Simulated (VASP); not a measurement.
PtSe2 (Sudovikovite):

```
Pt Se
1.0
     3.79704    0.00000    0.00000
    -1.89852    3.28833    0.00000
     0.00000    0.00000    5.16128
Pt Se
1 2
Direct
  0.00000 0.00000 0.00000
  0.66667 0.33333 0.75000
  0.33333 0.66667 0.25000
```

Base run:

| Quantity | Value |
| --- | --- |
| Program | VASP 6.6.1 |
| Functional | RPBE |
| Potentials or basis | VASP PAW PBE potentials, release 64 (Pt, Se) |
| Cutoff | 520 eV |
| k mesh | 8 × 8 × 5 |
| Occupations | fermi-dirac, width 0.05 eV |
| Spin | no spin polarisation |

Its results: band gap on the k mesh zero (band 11 reaches 6.23 eV, above the bottom of band 12 at 5.98 eV); pressure 2.2 GPa; largest force 0.043 eV/Å.

Question: The run is repeated on the same cell with these changes: functional from RPBE to PBEsol. What comes out?

Answer: Band gap on the k mesh zero (band 11 reaches 6.00 eV, above the bottom of band 12 at 5.68 eV); pressure -4.8 GPa; largest force 0.321 eV/Å.

PBEsol binds more tightly than RPBE, so the same cell stands under less pressure.

Caveats: the PAW data sets were made with another functional, which shifts forces and pressure a little; spin-orbit coupling is left out, which moves the levels of the heavy elements.
